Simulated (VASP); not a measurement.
# LiBr (Fm-3m) in VASP: notebook

LiBr is run at these levels: PBEsol; tasks: elastic constants.

Everything below comes from runs of VASP 6.6.1. Logs are shortened: lines on timing, memory, paths and dates and some standing lists are left out, and cuts for length are marked.

## (1) The cell of the first run

It takes space group Fm-3m (No. 225, cubic). The conventional cell has a = 4.928 Å, b = 4.928 Å, c = 4.928 Å, α = 90.00°, β = 90.00°, γ = 90.00°. Within 3.3 Å of Li (site symmetry m-3m) lie 6 Br at 2.46 Å. Within 3.3 Å of Br (site symmetry m-3m) lie 6 Li at 2.46 Å.

## (2) Elastic constants, PBEsol

Contents of INCAR:

```
SYSTEM = LiBr
PREC     = Accurate       ! precision mode
ENCUT    = 750            ! plane-wave cutoff, eV
EDIFF    = 1E-8           ! SCF threshold, eV
ISMEAR   = 0              ! smearing method
SIGMA    = 0.01           ! smearing width, eV
LREAL    = .FALSE.        ! projectors in reciprocal space
LASPH    = .TRUE.         ! aspherical terms in the spheres
NELM     = 120            ! most SCF steps
ALGO     = Normal         ! electronic algorithm
ISIF     = 3              ! what is computed and relaxed
LWAVE    = .FALSE.        ! write WAVECAR
LCHARG   = .FALSE.        ! write CHGCAR
GGA      = PS             ! functional
NBANDS   = 12             ! bands
IBRION   = 6              ! ionic algorithm
NFREE    = 2            
POTIM    = 0.015          ! step
NSW      = 1              ! ionic steps
GGA_COMPAT= .FALSE.
```

Contents of KPOINTS:

```
Automatic mesh
0
G
  8 8 8
  0 0 0
```

Contents of POSCAR:

```
LiBr
1.0
    0.0000000000      2.4638126493      2.4638126493
    2.4638126493      0.0000000000      2.4638126493
    2.4638126493      2.4638126493      0.0000000000
Li Br
1 1
Direct
    0.0000000000      0.0000000000      0.0000000000
    0.5000000000      0.5000000000      0.5000000000
```

Potentials or basis: VASP PAW PBE potentials, release 64 (Li_sv, Br).

The run is started by

```console
$ cat potpaw_PBE.64/Li_sv/POTCAR potpaw_PBE.64/Br/POTCAR > POTCAR
$ mpirun -np 1 vasp_std > vasp.out
```

OUTCAR:

```text
SYSTEM = LiBr
   PREC = Accurate
   ENCUT = 750
   EDIFF = 1E-8
   ISMEAR = 0
   LREAL = .FALSE.
   LASPH = .TRUE.
   NELM = 120
   ISIF = 3
   GGA = PS
   IBRION = 6
   NFREE = 2
   POTIM = 0.015
   NSW = 1

 ion  position               nearest neighbor table
   1  0.000  0.000  0.000-   2 2.46   2 2.46   2 2.46   2 2.46   2 2.46   2 2.46
   2  0.500  0.500  0.500-   1 2.46   1 2.46   1 2.46   1 2.46   1 2.46   1 2.46

  LATTYP: Found a face centered cubic cell.
 ALAT       =     4.9276252986

  Lattice vectors:

 A1 = (   0.0000000000,   2.4638126493,   2.4638126493)
 A2 = (   2.4638126493,   0.0000000000,   2.4638126493)
 A3 = (   2.4638126493,   2.4638126493,   0.0000000000)

Analysis of symmetry for initial positions (statically):
=====================================================================
 Subroutine PRICEL returns:
 Original cell was already a primitive cell.

 Routine SETGRP: Setting up the symmetry group for a
 face centered cubic supercell.

 Subroutine GETGRP returns: Found 48 space group operations
 (whereof 48 operations were pure point group operations)
 out of a pool of 48 trial point group operations.

The static configuration has the point symmetry O_h .

Analysis of symmetry for dynamics (positions and initial velocities):
=====================================================================
 Subroutine PRICEL returns:
 Original cell was already a primitive cell.

 Routine SETGRP: Setting up the symmetry group for a
 face centered cubic supercell.

 Subroutine GETGRP returns: Found 48 space group operations
 (whereof 48 operations were pure point group operations)
 out of a pool of 48 trial point group operations.

The dynamic configuration has the point symmetry O_h .

 Subroutine INISYM returns: Found 48 space group operations
 (whereof 48 operations are pure point group operations),
 and found     1 'primitive' translations

----------------------------------------------------------------------------------------

                                     Primitive cell

  volume of cell :      29.9125

  direct lattice vectors                    reciprocal lattice vectors
     0.000000000  2.463812649  2.463812649    -0.202937508  0.202937508  0.202937508
     2.463812649  0.000000000  2.463812649     0.202937508 -0.202937508  0.202937508
     2.463812649  2.463812649  0.000000000     0.202937508  0.202937508 -0.202937508

  length of vectors
     3.484357264  3.484357264  3.484357264     0.351498075  0.351498075  0.351498075

  position of ions in fractional coordinates (direct lattice)
     0.000000000  0.000000000  0.000000000
     0.500000000  0.500000000  0.500000000

  ion indices of the primitive-cell ions
   primitive index   ion index
                 1           1
                 2           2

----------------------------------------------------------------------------------------

 KPOINTS: Automatic mesh

Automatic generation of k-mesh.
 Grid dimensions read from file:
 generate k-points for:    8    8    8

 Generating k-lattice:

  Cartesian coordinates                     Fractional coordinates (reciprocal lattice)
    -0.025367189  0.025367189  0.025367189     0.125000000  0.000000000  0.000000000
     0.025367189 -0.025367189  0.025367189     0.000000000  0.125000000  0.000000000
     0.025367189  0.025367189 -0.025367189     0.000000000  0.000000000  0.125000000

  Length of vectors
     0.043937259  0.043937259  0.043937259
[... 106 lines left out ...]

  FORCE on cell =-STRESS in cart. coord.  units (eV):
  Direction    XX          YY          ZZ          XY          YZ          ZX
  --------------------------------------------------------------------------------------
  -------------------------------------------------------------------------------------
  Total        2.8056430      2.8056430      2.8056430     -0.0000000     -0.0000000      0.0000000
  in kB      150.2761120    150.2761120    150.2761120     -0.0000000     -0.0000000      0.0000000
  external PRESSURE =     150.2761120 kB  Pullay stress =       0.0000000 kB
[... 89 lines left out ...]
  FREE ENERGIE OF THE ION-ELECTRON SYSTEM (eV)
  ---------------------------------------------------
  free  energy   TOTEN  =        -6.5339256470 eV

  energy  without entropy=       -6.5339256470  energy(sigma->0) =       -6.53392565

 E-fermi :   3.1746     XC(G=0):  -9.9585

 val. band max:        2.9631993944   @ k =   0.0000   0.0000   0.0000
 cond. band min:       8.4786578034   @ k =   0.5000   0.0000   0.0000
 fundamental gap:      5.5154584090
 Fermi energy:         3.1746357903

 k-point     1 :       0.0000    0.0000    0.0000
  band No.  band energies     occupation
      1     -40.5794      2.00000
      2     -11.9562      2.00000
      3       2.9047      2.00000
      4       2.9047      2.00000
      5       2.9632      2.00000
      6       9.4858      0.00000
      7      13.3296      0.00000
      8      13.4746      0.00000
      9      13.4746      0.00000
     10      16.0955      0.00000
     11      16.5016      0.00000
     12      16.5016      0.00000
[... 333 lines left out ...]
      1     -40.5722      2.00000
      2     -10.7533      2.00000
      3      -1.2667      2.00000
      4       0.5927      2.00000
      5       1.8524      2.00000
      6      10.2880      0.00000
      7      11.0385      0.00000
      8      12.7237      0.00000
      9      15.3834      0.00000
     10      17.7267      0.00000
     11      18.9224      0.00000
     12      21.4298      0.00000

 [... further k-points ...]

[... ionic steps 4 to 14 ...]

--------------------------------------- Ionic step       15  -------------------------------------------

 number of electron      10.0000000 magnetization

------------------------ aborting loop because EDIFF is reached ----------------------------------------
[... 67 lines left out ...]
--------------------------------------- Ionic step       17  -------------------------------------------

 number of electron       9.9999999 magnetization

 Free energy of the ion-electron system (eV)
  ---------------------------------------------------
  ext. energy  EPLUGINS =         0.00000000
  ---------------------------------------------------
  free energy    TOTEN  =        -6.57959408 eV

  energy without entropy =       -6.57959408  energy(sigma->0) =       -6.57959408

 E-fermi :   3.1633     XC(G=0): -10.0263

 val. band max:        3.0815116552   @ k =   0.0000  -0.1250   0.1250
 cond. band min:       8.6388923447   @ k =   0.5000   0.0000   0.0000
 fundamental gap:      5.5573806894
 Fermi energy:         3.1633294002

 k-point     1 :       0.0000    0.0000    0.0000
  band No.  band energies     occupation
      1     -40.4354      2.00000
      2     -11.8889      2.00000
      3       3.0785      2.00000
      4       3.0789      2.00000
      5       3.0789      2.00000
      6       9.7518      0.00000
      7      13.5747      0.00000
      8      13.5747      0.00000
      9      13.5761      0.00000
     10      16.5681      0.00000
     11      16.5731      0.00000
     12      16.5731      0.00000
[... 374 lines left out ...]
  FREE ENERGIE OF THE ION-ELECTRON SYSTEM (eV)
  ---------------------------------------------------
  free  energy   TOTEN  =        -6.5795940767 eV

  energy  without entropy=       -6.5795940767  energy(sigma->0) =       -6.57959408

 INTERNAL STRAIN TENSORS FROM STRAINED CELLS
 ============================================

 INTERNAL STRAIN TENSOR FOR ION    1 for displacements in x,y,z  (eV/Angst):
          X           Y           Z          XY          YZ          ZX
  --------------------------------------------------------------------------------
  x    -0.00000     0.00000     0.00000    -0.00000     0.00000     0.00000
  y     0.00000     0.00000    -0.00000    -0.00000    -0.00000    -0.00000
  z    -0.00000     0.00000    -0.00000    -0.00000     0.00000    -0.00000

 INTERNAL STRAIN TENSORS FROM DISPLACED ATOMS
 ============================================

 INTERNAL STRAIN TENSOR FOR ION    1 for displacements in x,y,z  (eV/Angst):
          X           Y           Z          XY          YZ          ZX
  --------------------------------------------------------------------------------
  x     0.00000     0.00000     0.00000     0.00000     0.00000     0.00000
  y     0.00000     0.00000     0.00000     0.00000     0.00000     0.00000
  z     0.00000     0.00000     0.00000     0.00000     0.00000     0.00000

 INTERNAL STRAIN TENSOR FOR ION    2 for displacements in x,y,z  (eV/Angst):
          X           Y           Z          XY          YZ          ZX
  --------------------------------------------------------------------------------
  x     0.00000     0.00000     0.00000     0.00000     0.00000     0.00000
  y     0.00000     0.00000     0.00000     0.00000     0.00000     0.00000
  z     0.00000     0.00000     0.00000     0.00000     0.00000     0.00000

 Eigenvectors and eigenvalues of the dynamical matrix
 ----------------------------------------------------

   1 f  =   10.553107 THz    66.307129 2PiTHz  352.013772 cm-1    43.644126 meV
             X         Y         Z           dx          dy          dz
      0.000000  0.000000  0.000000     0.000000    0.958784    0.000000
      2.463813  2.463813  2.463813     0.000000   -0.284137    0.000000
[... 21 lines left out ...]
   6 f/i=    0.001538 THz     0.009665 2PiTHz    0.051311 cm-1     0.006362 meV
             X         Y         Z           dx          dy          dz
      0.000000  0.000000  0.000000     0.000000    0.000000   -0.284137
      2.463813  2.463813  2.463813     0.000000    0.000000   -0.958784

--------------------------------------------------------------------------------------------------------

 ELASTIC MODULI CONTR FROM IONIC RELAXATION (kBar)
 Direction    XX          YY          ZZ          XY          YZ          ZX
 --------------------------------------------------------------------------------
 XX           0.0000      0.0000      0.0000      0.0000      0.0000      0.0000
 YY           0.0000      0.0000      0.0000      0.0000      0.0000      0.0000
 ZZ           0.0000      0.0000      0.0000      0.0000      0.0000      0.0000
 XY           0.0000      0.0000      0.0000      0.0000      0.0000      0.0000
 YZ           0.0000      0.0000      0.0000      0.0000      0.0000      0.0000
 ZX           0.0000      0.0000      0.0000      0.0000      0.0000      0.0000
 --------------------------------------------------------------------------------

 TOTAL ELASTIC MODULI (kBar)
 Direction    XX          YY          ZZ          XY          YZ          ZX
 --------------------------------------------------------------------------------
 XX        1632.0405    268.4962    268.4962     -0.0000      0.0000      0.0000
 YY         268.4962   1632.0405    268.4962      0.0000      0.0000     -0.0000
 ZZ         268.4962    268.4962   1632.0405      0.0000     -0.0000      0.0000
 XY          -0.0000      0.0000      0.0000    360.4910      0.0000     -0.0000
 YZ           0.0000      0.0000     -0.0000      0.0000    360.4910     -0.0000
 ZX           0.0000     -0.0000      0.0000     -0.0000     -0.0000    360.4910
 --------------------------------------------------------------------------------
```

Wall time 4.4 min (1 thread of Intel Xeon Platinum 8488C (Sapphire Rapids), shared host); peak memory 0.31 GiB.

Results:

- Elastic constants C11, C12, C44: 163, 27, 36 GPa
- Voigt bulk modulus: 72 GPa
- Highest phonon frequency at Γ, LO-TO splitting left out: 352 cm⁻¹

Phonon frequencies in cm⁻¹ (negative: imaginary):
| q point | frequencies |
| --- | --- |
| (0.000, 0.000, 0.000) | 0 0 0 352 352 352 |

Elastic tensor in Voigt notation (GPa, in the Cartesian axes of the cell as first typed):
```
163  27  27   0   0   0
 27 163  27   0   0   0
 27  27 163   0   0   0
  0   0   0  36   0   0
  0   0   0   0  36   0
  0   0   0   0   0  36
```

Clamped-ion elastic tensor (GPa):
```
163  27  27   0   0   0
 27 163  27   0   0   0
 27  27 163   0   0   0
  0   0   0  36   0   0
  0   0   0   0  36   0
  0   0   0   0   0  36
```

Caveat: the cell is under stress, which shifts elastic constants; the PAW data sets were made with another functional, which shifts forces and pressure a little.

(Continued in part 2 of 2.)
